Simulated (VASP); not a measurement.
Set up this calculation in VASP 6.6.1, as the native input.

```
Task                   : single point
Functional             : PBEsol
Potentials or basis    : VASP PAW PBE potentials, release 64 (Ti_sv, C)
Cutoff                 : 520 eV
k mesh                 : 20 × 20 × 20
Occupations            : methfessel-paxton, width 0.1 eV
Spin                   : no spin polarisation
Dipole correction      : no
Further INCAR settings : ALGO = Normal; EDIFF = 1e-07; NBANDS = 15
```

The structure of TiC lies in POSCAR:

```
TiC
1.0
    0.0000000000      2.1936475197      2.1059016189
    2.1936475197      0.0000000000      2.1059016189
    2.1936475197      2.1936475197      0.0000000000
Ti C
1 1
Direct
    0.0000000000      0.0000000000      0.0000000000
    0.5000000000      0.5000000000      0.5000000000
```

This cell differs from its parent crystal: ratio of the length along z to the lengths across it x 0.96, volume and fractional coordinates fixed.

The input as run:

INCAR

```
SYSTEM = TiC
PREC = Accurate
ENCUT = 520
EDIFF = 1E-7
ISMEAR = 1
SIGMA = 0.1
LREAL = .False.
LASPH = .True.
NELM = 100
ALGO = Normal
ISIF = 2
LWAVE = .False.
LCHARG = .True.
GGA = PS
LELF = .True.
LVHAR = .True.
NBANDS = 15
```

KPOINTS

```
Automatic mesh
0
Gamma
  20 20 20
  0 0 0
```

Potentials or basis: VASP PAW PBE potentials, release 64 (Ti_sv, C).

The run is started by

```console
$ cat potpaw_PBE.64/Ti_sv/POTCAR potpaw_PBE.64/C/POTCAR > POTCAR
$ mpirun -np 1 vasp_std > vasp.out
```

It gave:

| Quantity | Value |
| --- | --- |
| Pressure | -5.1 GPa |
| Band gap on the k mesh | zero (band 8 reaches 10.20 eV, above the bottom of band 9 at 8.66 eV) |

Caveat: the PAW data sets were made with another functional, which shifts forces and pressure a little.

Run time: 100 s on 1 thread of Intel(R) Xeon(R) Platinum 8259CL CPU @ 2.50GHz (Skylake/Cascade Lake), with other jobs on the host, peak memory 0.31 GiB.
